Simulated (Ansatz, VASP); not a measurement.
## Two plane-wave programs on Be2CdO3

```
Be Cd O
1.0
     2.39970    1.38547    3.67930
    -2.39970    1.38547    3.67930
     0.00000   -2.77093    3.67930
Be Cd O
2 1 3
Cartesian
  0.0000 0.0000 6.9083
  0.0000 0.0000 4.1296
  0.0000 0.0000 0.0000
  -1.1998 0.6927 1.8396
  1.1998 0.6927 1.8396
  0.0000 -1.3855 1.8396
```

Change from the starting cell: species swapped into the Zr2V3Fe type (R-3m, No. 166).

Alike in both runs: task single point; functional PBE; k mesh 6 × 6 × 6; occupations gaussian, width 0.1 eV; collinear spin.

|  | VASP | Ansatz |
| --- | --- | --- |
| version | VASP 6.6.1 | Ansatz 0.2.0 |
| potentials or method | VASP PAW PBE potentials, release 64 (Be, Cd, O), cutoff 520 eV | scalar-relativistic, plane waves, PAW |
| valence electrons in the cell | 34 | 42 |

|  | VASP | Ansatz | Ansatz less VASP |
| --- | --- | --- | --- |
| gap on the k mesh at the Fermi level (eV) | none | none | - |
| pressure (GPa) | -4.4 | -4.9 | -0.53 |
| traceless stress, the component that is largest in VASP (GPa) | -16.82 | -17.31 | -0.486 |
| net moment per atom (μB) | 0.34 | 0.34 | +0.001 |
| size of the moment on the site where the two differ most (μB) | 0.57 | 0.64 | +0.065 |

Site moments also hang on the region over which each program counts them. A gap of «none» marks a metal or a gap that the smearing closes. VASP's potentials hold 34 valence electrons a cell and Ansatz's 42, so a difference there can come from the potentials and not from the codes.
